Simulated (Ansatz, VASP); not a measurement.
KCl in VASP and in Ansatz

File POSCAR:

```
KCl
1.0
    0.0000000000      3.1448483221      3.1448483221
    3.1448483221      0.0000000000      3.1448483221
    3.1448483221      3.1448483221      0.0000000000
K Cl
1 1
Direct
    0.0000000000      0.0000000000      0.0000000000
    0.5000000000      0.5000000000      0.5000000000
```

Contents of INCAR.step1:

```
PREC = Accurate
ENCUT = 520
ISMEAR = 1
SIGMA = 0.5
LREAL = F
LASPH = T
NELM = 60
NBANDS = 15
GGA = PE
ALGO = Normal
EDIFF = 1E-4
LWAVE = T
LCHARG = F
```

File INCAR.step2:

```
PREC = Accurate
ENCUT = 520
EDIFF = 1E-7
ISMEAR = 1
SIGMA = 0.5
LREAL = F
LASPH = T
NELM = 60
ALGO = Normal
ISIF = 2
LWAVE = F
LCHARG = F
METAGGA = R2SCAN
LMIXTAU = T
NBANDS = 15
ISTART = 1
```

The input KPOINTS:

```
regular mesh
0
Gamma
  6 6 6
```

Input for Ansatz:

```yaml
crystal:
  lattice:
    - [0.0, 3.1448483221, 3.1448483221]
    - [3.1448483221, 0.0, 3.1448483221]
    - [3.1448483221, 3.1448483221, 0.0]
  atoms:
    - { symbol: K, position: [0.0, 0.0, 0.0] }
    - { symbol: Cl, position: [0.5, 0.5, 0.5] }
kpoints:
  mp_grid: { grid: [6, 6, 6] }
hamiltonian:
  xc: r2scan
scf:
  occupations: { method: methfessel_paxton, width: 0.5 }
  n_extra_bands: 4
output:
  forces: true
  stress: true
  eigenvalues: true
```

Alike in both runs: task single point; functional r2SCAN; k mesh 6 × 6 × 6; occupations methfessel-paxton of order 1, width 0.5 eV; no spin polarisation.

|  | VASP | Ansatz |
| --- | --- | --- |
| version | VASP 6.6.1 | Ansatz 0.2.0 |
| potentials or method | VASP PAW PBE potentials, release 64 (K_sv, Cl) | plane waves |
| plane-wave cutoff (eV) | 520 | 500 |
| valence electrons in the cell | 16 | 16 |

```tsv
	VASP	Ansatz	Ansatz less VASP
gap on the k mesh at the Fermi level (eV)	5.84	5.83	-0.012
pressure (GPa)	-0.1	0.0	+0.15
```

VASP's potentials were made for PBE, not for r2SCAN.
